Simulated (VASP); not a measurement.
## InAs: relaxation of cell and atoms with PBE

The system is InAs.

```
In As
1.0
     0.00000    3.06694    3.06694
     3.06694    0.00000    3.06694
     3.06694    3.06694    0.00000
In As
1 1
Direct
  0.00000 0.00000 0.00000
  0.25000 0.25000 0.25000
```

| Property | Result |
| --- | --- |
| Program | VASP 6.6.1 |
| Task | relaxation of cell and atoms |
| Functional | PBE |
| Potentials or basis | VASP PAW PBE potentials, release 64 (In_d, As) |
| Cutoff | 600 eV |
| k mesh | 12 × 12 × 12 |
| Occupations | gaussian, width 0.1 eV |
| Spin | no spin polarisation |
| Dipole correction | no |
| Further INCAR settings | ALGO = Normal; EDIFF = 1e-06; IBRION = 2; EDIFFG = -0.005; NSW = 100; ISIF = 3 |

* Relaxed volume: 29.63 Å³/atom
* Relaxed cell: a = 4.376 Å, b = 4.376 Å, c = 4.376 Å, α = 60.00°, β = 60.00°, γ = 60.00°
* Space group after relaxing (to 0.1 Å): F-43m (No. 216)
* Energy gained by relaxing: 3.3 meV/atom
* Ionic steps: 3
* Pressure after relaxing: 0.0 GPa
* Band gap on the k mesh: zero (filled and empty bands touch)

The path:
```csv
step,energy change (eV),largest force (eV/Å),pressure (GPa),volume (Å³)
1,0.0000,0.0000,1.39,57.70
2,-0.0059,0.0000,-0.45,59.81
3,-0.0066,0.0000,0.02,59.26
```

Final structure:
```
In As
1.0
     0.00000    3.09439    3.09439
     3.09439    0.00000    3.09439
     3.09439    3.09439    0.00000
In As
1 1
Direct
  0.00000 0.00000 0.00000
  0.25000 0.25000 0.25000
```

Levels at points of the mesh, in eV from the Fermi level:
```csv
k point,band 7,band 8,band 9,band 10,band 11,band 12
"(0.00, 0.00, 0.00)",-0.61,-0.07,-0.07,-0.07,3.81,3.81
"(0.50, 0.00, 0.00)",-5.49,-0.96,-0.96,0.74,4.57,4.57
"(0.50, 0.50, 0.00)",-5.62,-2.16,-2.16,1.59,1.98,8.68
```

Wall time 5.3 min on 1 thread of AMD EPYC 7R13 (shared host), peak memory 0.23 GiB.

Caveat: semilocal functionals underestimate gaps, and a narrow one can read as zero; spin-orbit coupling is left out, which moves the levels of the heavy elements. Zero-point motion and thermal expansion aren't in these numbers.
